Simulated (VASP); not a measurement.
Mg3Sb2: single point with PBE

Mg3Sb2:

```
Mg Sb
1.0
     4.50549    0.00000    0.00000
    -2.25275    3.90187    0.00000
     0.00000    0.00000    7.10870
Mg Sb
3 2
Direct
  0.33333 0.66667 0.63155
  0.66667 0.33333 0.36845
  0.00000 0.00000 0.00000
  0.33333 0.66667 0.22251
  0.66667 0.33333 0.77749
```

- Program: VASP 6.6.1
- Task: single point
- Functional: PBE
- Potentials or basis: VASP PAW PBE potentials, release 64 (Mg, Sb)
- Cutoff: 600 eV
- k mesh: 12 × 12 × 6
- Occupations: gaussian, width 0.01 eV
- Spin: no spin polarisation
- Dipole correction: no
- Further INCAR settings: ALGO = Normal; EDIFF = 1e-06; NBANDS = 16

```
Pressure               : 3.1 GPa
Largest force          : 0.016 eV/Å
Band gap on the k mesh : 0.11 eV (least direct gap 1.24 eV)
```

Forces on the atoms (eV/Å):
```
Mg   0.000  0.000 -0.011
Mg   0.000  0.000  0.011
Mg   0.000  0.000  0.000
Sb   0.000  0.000 -0.016
Sb   0.000  0.000  0.016
```

Levels at points of the mesh, in eV from the valence-band top:
| k point | band 4 | band 5 | band 6 | band 7 | band 8 | band 9 | band 10 | band 11 | band 12 | band 13 |
| --- | --- | --- | --- | --- | --- | --- | --- | --- | --- | --- |
| (0.00, 0.00, 0.00) | -1.21 | -1.21 | -0.45 | -0.45 | 0.00 | 1.24 | 1.31 | 3.02 | 3.02 | 3.79 |
| (0.50, 0.00, 0.00) | -3.95 | -3.47 | -2.48 | -2.36 | -0.96 | 0.29 | 1.99 | 2.12 | 2.73 | 5.07 |
| (0.00, 0.00, 0.50) | -3.17 | -0.84 | -0.84 | -0.84 | -0.84 | 1.77 | 1.97 | 2.65 | 2.65 | 3.50 |
| (0.50, 0.00, 0.50) | -4.83 | -2.04 | -1.77 | -1.73 | -1.65 | 0.49 | 1.23 | 1.72 | 2.06 | 4.55 |

It took 120 s on 1 thread of Intel(R) Xeon(R) 6975P-C (Granite Rapids) (shared host), peak memory 0.42 GiB.

Caveat: the cell stands under pressure; spin-orbit coupling is left out, which moves the levels of the heavy elements. A k mesh can miss the band edges.
